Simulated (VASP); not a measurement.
# B2SbN (P-6m2) in VASP: further runs, part 2 of 2

VASP 6.6.1.

## Step 5: Relaxation of cell and atoms, LDA

Input file INCAR:

```
PREC     = Accurate       # precision mode
ENCUT    = 600            # plane-wave cutoff, eV
EDIFF    = 1E-6           # SCF threshold, eV
ISMEAR   = -1             # smearing method
SIGMA    = 0.15           # smearing width, eV
LREAL    = False          # projectors in reciprocal space
LASPH    = True           # aspherical terms in the spheres
NELM     = 100            # most SCF steps
ALGO     = Normal         # electronic algorithm
ISIF     = 3              # what is computed and relaxed
LWAVE    = False          # write WAVECAR
LCHARG   = False          # write CHGCAR
IBRION   = 2              # ionic algorithm
NSW      = 80             # ionic steps
EDIFFG   = -0.001         # ionic threshold
```

Input file KPOINTS:

```
Automatic mesh
0
Gamma
  15 15 6
```

Input file POSCAR:

```
B2SbN
1.0
    3.2975574149      0.0000000000      0.0000000000
   -1.6487787074      2.8557684917      0.0000000000
    0.0000000000      0.0000000000      6.9724627911
B Sb N
2 1 1
Direct
    0.3333333333      0.6666666667      0.0000000000
    0.6666666667      0.3333333333      0.5000000000
    0.3333333333      0.6666666667      0.5000000000
    0.6666666667      0.3333333333      0.0000000000
```

Potentials or basis: VASP PAW LDA potentials, release 64 (B, Sb, N).

Launch:

```console
cat potpaw_LDA.64/B/POTCAR potpaw_LDA.64/Sb/POTCAR potpaw_LDA.64/N/POTCAR > POTCAR
mpirun -np 1 vasp_std > vasp.out
```

OUTCAR:

```text
PREC = Accurate
   ENCUT = 600
   EDIFF = 1E-6
   ISMEAR = -1
   LREAL = False
   LASPH = True
   NELM = 100
   ISIF = 3
   IBRION = 2
   NSW = 80
   EDIFFG = -0.001

 ion  position               nearest neighbor table
   1  0.333  0.667  0.000-   4 1.90   4 1.90   4 1.90
   2  0.667  0.333  0.500-   3 1.90   3 1.90   3 1.90
   3  0.333  0.667  0.500-   2 1.90   2 1.90   2 1.90
   4  0.667  0.333  0.000-   1 1.90   1 1.90   1 1.90

  LATTYP: Found a hexagonal cell.
 ALAT       =     3.2975574149
 C/A-ratio  =     2.1144325674

  Lattice vectors:

 A1 = (   3.2975574149,   0.0000000000,   0.0000000000)
 A2 = (  -1.6487787074,   2.8557684917,   0.0000000000)
 A3 = (   0.0000000000,   0.0000000000,   6.9724627911)

Analysis of symmetry for initial positions (statically):
[... 385 lines left out ...]
 Fermi energy:         4.1017724951

 k-point     1 :       0.0000    0.0000    0.0000
  band No.  band energies     occupation
      1     -10.5051      2.00000
      2      -9.4920      2.00000
      3      -1.3836      2.00000
      4       1.4783      2.00000
      5       1.4783      2.00000
      6       2.1571      2.00000
      7       3.4400      1.97603
      8       3.7940      1.77231
      9       3.7940      1.77231
     10       8.1662      0.00000
     11       8.8218      0.00000
     12       8.8218      0.00000
[... 331 lines left out ...]
 k-point    24 :       0.4000    0.2000    0.0000
  band No.  band energies     occupation
      1      -9.1771      2.00000
      2      -5.9175      2.00000
      3      -4.0019      2.00000
      4      -2.9021      2.00000
      5      -1.2199      2.00000
      6      -0.6635      2.00000
      7       2.0768      2.00000
      8       3.5809      1.93978
      9       4.9736      0.00596
     10       7.2747      0.00000
     11       7.5199      0.00000
     12       9.8912      0.00000

 [... further k-points ...]
[... 5 lines left out ...]
  --------------------------------------------------------------------------------------
  -------------------------------------------------------------------------------------
  Total        0.0013986      0.0013986     -0.0012517      0.0000000      0.0000000     -0.0000000
  in kB        0.0346522      0.0346522     -0.0310137      0.0000000      0.0000000     -0.0000000
  external PRESSURE =       0.0127636 kB  Pullay stress =       0.0000000 kB
[... 19 lines left out ...]
  FREE ENERGIE OF THE ION-ELECTRON SYSTEM (eV)
  ---------------------------------------------------
  free  energy   TOTEN  =       -22.0569123525 eV

  energy  without entropy=      -22.0214209348  energy(sigma->0) =      -22.03916664

 reached required accuracy - stopping structural energy minimisation
```

OSZICAR:

```text
N       E                     dE             d eps       ncg     rms          rms(c)
DAV:   1     0.843647059551E+02    0.84365E+02   -0.70281E+03  2592   0.126E+03
DAV:   2    -0.169780404477E+02   -0.10134E+03   -0.94572E+02  3556   0.206E+02
[... 153 lines left out ...]
DAV:   1    -0.220569140774E+02   -0.28626E-05   -0.68536E-05  2736   0.688E-02    0.708E-03
DAV:   2    -0.220569125746E+02    0.15028E-05   -0.27740E-06  2624   0.161E-02    0.284E-03
DAV:   3    -0.220569122989E+02    0.27577E-06   -0.66483E-07  1372   0.625E-03
  21 F= -.22056912E+02 E0= -.22039178E+02  d E =-.282177E-05
       N       E                     dE             d eps       ncg     rms          rms(c)
DAV:   1    -0.220569126396E+02   -0.64959E-07   -0.86550E-06  2796   0.250E-02    0.304E-03
DAV:   2    -0.220569123525E+02    0.28708E-06   -0.35847E-07  1428   0.595E-03
  22 F= -.22056912E+02 E0= -.22039167E+02  d E =-.287541E-05
```

CONTCAR:

```text
B2SbN
   1.00000000000000
     3.3210706488523822    0.0000000000004169    0.0000000000000000
    -1.6605353243754737    2.8761315496267930   -0.0000000000000000
    -0.0000000000000000   -0.0000000000000000    6.7699362675119605
  B               Sb              N
     2     1     1
Direct
     0.3333333332999970    0.6666666667000030    0.0000000000000000
     0.6666666667000030    0.3333333332999970    0.5000000000000000
     0.3333333332999970    0.6666666667000030    0.5000000000000000
     0.6666666667000030    0.3333333332999970    0.0000000000000000

  0.00000000E+00  0.00000000E+00  0.00000000E+00
  0.00000000E+00  0.00000000E+00  0.00000000E+00
  0.00000000E+00  0.00000000E+00  0.00000000E+00
  0.00000000E+00  0.00000000E+00  0.00000000E+00
```

Run time: 6.4 min. Hardware: 1 thread of Intel Xeon 6975P-C (Granite Rapids), shared host; peak memory 0.28 GiB.

Results:

| Property | Result |
| --- | --- |
| Free energy | -22.0569 eV |
| Relaxed volume | 16.17 Å³/atom |
| Relaxed cell | a = 3.321 Å, b = 3.321 Å, c = 6.770 Å, α = 90.00°, β = 90.00°, γ = 120.00° |
| Space group after relaxing (to 0.1 Å) | P-6m2 (No. 187) |
| Energy gained by relaxing | 1.7 meV/atom |
| Ionic steps | 22 |
| Pressure after relaxing | 0.0 GPa |
| Band gap on the k mesh | zero (bands 8 and 9 overlap by 0.69 eV) |

Step by step:
```csv
step,energy change (eV),largest force (eV/Å),pressure (GPa),volume (Å³)
1,0.0000,0.0000,1.70,65.66
2,0.0010,0.0000,-1.82,67.32
3,-0.0062,0.0000,-0.06,66.45
4,-0.0062,0.0000,-0.03,66.44
5,-0.0062,0.0000,-0.02,66.40
6,-0.0063,0.0000,-0.02,66.27
7,-0.0065,0.0000,-0.01,66.02
8,-0.0068,0.0000,0.01,65.53
9,-0.0070,0.0000,0.07,64.54
10,-0.0050,0.0000,-0.95,64.84
11,-0.0070,0.0000,0.01,64.56
12,-0.0070,0.0000,0.02,64.56
13,-0.0070,0.0000,-0.01,64.62
14,-0.0070,0.0000,-0.07,64.80
15,-0.0070,0.0000,-0.06,64.74
16,-0.0070,0.0000,-0.04,64.68
17,-0.0070,0.0000,-0.02,64.66
18,-0.0070,0.0000,-0.02,64.67
19,-0.0070,0.0000,-0.02,64.68
20,-0.0070,0.0000,0.04,64.66
21,-0.0070,0.0000,0.01,64.66
22,-0.0070,0.0000,0.00,64.67
```

Final structure:
```
B Sb N
1.0
     3.32107    0.00000    0.00000
    -1.66054    2.87613    0.00000
     0.00000    0.00000    6.76994
B Sb N
2 1 1
Cartesian
  0.0000 1.9174 0.0000
  1.6605 0.9587 3.3850
  0.0000 1.9174 3.3850
  1.6605 0.9587 0.0000
```

Levels at points of the mesh, in eV from the Fermi level:
```csv
k point,band 6,band 7,band 8,band 9,band 10,band 11
"(0.00, 0.00, 0.00)",-1.94,-0.66,-0.31,-0.31,4.06,4.72
"(0.00, 0.00, 0.50)",-2.62,-0.32,-0.32,-0.25,3.67,4.76
```

Caveat: semilocal functionals underestimate gaps, so a narrow gap can read as zero; spin-orbit coupling is left out, which moves the levels of the heavy elements.

## Step 6: The runs side by side

```csv
task,cell,cutoff (eV),smearing,gap on the mesh (eV),pressure (GPa),relaxed volume (Å³/atom)
single point,"a = 3.298, b = 3.298, c = 6.972 Å, angles 90.0, 90.0, 120.0°, 4 atoms",520,gaussian 0.1 eV,none,1.4,-
relaxation of cell and atoms,"relaxed from a = 3.296, b = 3.296, c = 6.981 Å, angles 90.0, 90.0, 120.0°, 4 atoms",600,gaussian 0.1 eV,none,0.0,16.37
single point,"a = 3.301, b = 3.301, c = 6.964 Å, angles 90.0, 90.0, 120.0°, 4 atoms",520,fermi-dirac 0.15 eV,none,1.4,-
relaxation of cell and atoms,"relaxed from a = 3.298, b = 3.298, c = 6.972 Å, angles 90.0, 90.0, 120.0°, 4 atoms",600,fermi-dirac 0.15 eV,none,0.0,16.17
```

Alike in all rows: level LDA; potentials or basis VASP PAW LDA potentials, release 64 (B, Sb, N); no spin polarisation; k mesh 15 × 15 × 6.

Caveats: semilocal functionals underestimate gaps, so a narrow gap can read as zero; spin-orbit coupling is left out, which moves the levels of the heavy elements.

Absolute energies hang on the potentials; compare differences alone.
